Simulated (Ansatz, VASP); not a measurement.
## Two plane-wave programs on CdP2C

```xyz
4
Lattice="3.2488 0.0000 0.0000 0.0000 3.2488 0.0000 0.0000 0.0000 6.0618" Properties=species:S:1:pos:R:3 pbc="T T T"
Cd    0.0000    0.0000    0.0000
P     0.0000    1.6244    1.9978
P     1.6244    0.0000    4.0639
C     1.6244    1.6244    3.0309
```

Alike in both runs: task single point; functional PBE; k mesh 6 × 6 × 4; occupations fermi-dirac, width 0.02 eV; no spin polarisation.

|  | VASP | Ansatz |
| --- | --- | --- |
| version | VASP 6.6.1 | Ansatz 0.2.0 |
| potentials or method | VASP PAW PBE potentials, release 64 (Cd, P, C) | plane waves, PAW |
| plane-wave cutoff (eV) | 520 | 420 |
| valence electrons in the cell | 26 | 34 |

```csv
,VASP,Ansatz,Ansatz less VASP
pressure (GPa),3.3,3.1,-0.14
rms of the force components (eV/Å),0.013,0.039,+0.0265
```

VASP's potentials hold 26 valence electrons a cell and Ansatz's 34, so a difference there can come from the potentials and not from the codes.
